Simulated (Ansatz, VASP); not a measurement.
One calculation of Ge, two programs

Contents of INCAR:

```
SYSTEM = Ge
ALGO = Normal
EDIFF = 1E-6
ENCUT = 520
GGA = PE
ISIF = 2
ISMEAR = 0
LASPH = .TRUE.
LCHARG = .TRUE.
LELF = .TRUE.
LREAL = .FALSE.
LVHAR = .TRUE.
LWAVE = .FALSE.
NBANDS = 21
NELM = 80
PREC = Accurate
SIGMA = 0.15
```

KPOINTS

```
k-points
0
G
  14 14 14
  0 0 0
```

Contents of POSCAR:

```
Ge
1.0
    0.0000000000      2.7580507500      2.9702085000
    2.7580507500      0.0000000000      2.9702085000
    2.7580507500      2.7580507500      0.0000000000
Ge
2
Direct
    0.5000000000      0.5000000000      0.5000000000
    0.7500000000      0.7500000000      0.7500000000
```

Input for Ansatz:

```yaml
crystal:
  lattice:
    - [0.0, 2.75805075, 2.9702085]
    - [2.75805075, 0.0, 2.9702085]
    - [2.75805075, 2.75805075, 0.0]
  atoms:
    - { symbol: Ge, position: [0.5, 0.5, 0.5] }
    - { symbol: Ge, position: [0.75, 0.75, 0.75] }
basis:
  ecutwfc: 420
kpoints:
  mp_grid: { grid: [14, 14, 14] }
hamiltonian:
  xc: pbe
scf:
  occupations: { method: gaussian, width: 0.15 }
output:
  forces: true
  stress: true
  eigenvalues: true
```

Change from the starting cell: strain -0.025 along x and y, +0.050 along z, atoms carried along.

Alike in both runs: task single point; functional PBE; k mesh 14 × 14 × 14; occupations gaussian, width 0.15 eV; no spin polarisation.

```csv
,VASP,Ansatz
version,VASP 6.6.1,Ansatz 0.2.0
potentials or method,"VASP PAW PBE potentials, release 64 (Ge_d), cutoff 520 eV","scalar-relativistic, plane waves, PAW"
valence electrons in the cell,28,28
```

```tsv
	VASP	Ansatz	Ansatz less VASP
gap on the k mesh at the Fermi level (eV)	none	none	-
pressure (GPa)	3.7	3.8	+0.08
traceless stress, the component that is largest in VASP (GPa)	-3.89	-3.88	+0.014
```

A gap of «none» marks a metal or a gap that the smearing closes.
